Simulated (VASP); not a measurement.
Write the native input for VASP 6.6.1 that does the following.

- Task: single point
- Functional: PBE
- Potentials or basis: VASP PAW PBE potentials, release 64 (S, Ge_d, Au, Cu)
- Cutoff: 600 eV
- k mesh: 7 × 7 × 7
- Occupations: gaussian, width 0.0276 eV
- Spin: no spin polarisation
- Dipole correction: no
- Further INCAR settings: ALGO = Normal; EDIFF = 1e-06; NBANDS = 46

The structure of Cu2GeAuS4 lies in POSCAR:

```
Cu2GeAuS4
1.0
    0.0000000000      5.3409450000      0.0000000000
    5.3409450000      0.0000000000      0.0000000000
    2.6704730000      2.6704730000     -5.1305600000
S Ge Au Cu
4 1 1 2
Direct
    0.4000000000      0.4000000000      0.7358000000
    0.6000000000      0.1358000000      0.2642000000
    0.8642000000      0.8642000000      0.7358000000
    0.1358000000      0.6000000000      0.2642000000
    0.5000000000      0.5000000000      0.0000000000
    0.0000000000      0.0000000000      0.0000000000
    0.7500000000      0.2500000000      0.5000000000
    0.2500000000      0.7500000000      0.5000000000
```

These files were run (other wordings do the same):

INCAR

```
ALGO = Normal
EDIFF = 1E-6
ENCUT = 600
GGA = PE
GGA_COMPAT = False
ISIF = 2
ISMEAR = 0
LASPH = True
LCHARG = False
LREAL = False
LWAVE = False
NBANDS = 46
NELM = 120
PREC = Accurate
SIGMA = 0.0276
```

KPOINTS

```
k-points
0
Gamma
  7 7 7
```

Potentials or basis: VASP PAW PBE potentials, release 64 (S, Ge_d, Au, Cu).

The run is started by

```sh
$ cat potpaw_PBE.64/S/POTCAR potpaw_PBE.64/Ge_d/POTCAR potpaw_PBE.64/Au/POTCAR potpaw_PBE.64/Cu/POTCAR > POTCAR
$ mpirun -np 1 vasp_std > vasp.out
```

It gave:

The pressure is 6.9 GPa. The largest force is 0.304 eV/Å.

Run time: 14 min on 1 thread of Intel Xeon 8259CL, on a shared host, peak memory 0.56 GiB.
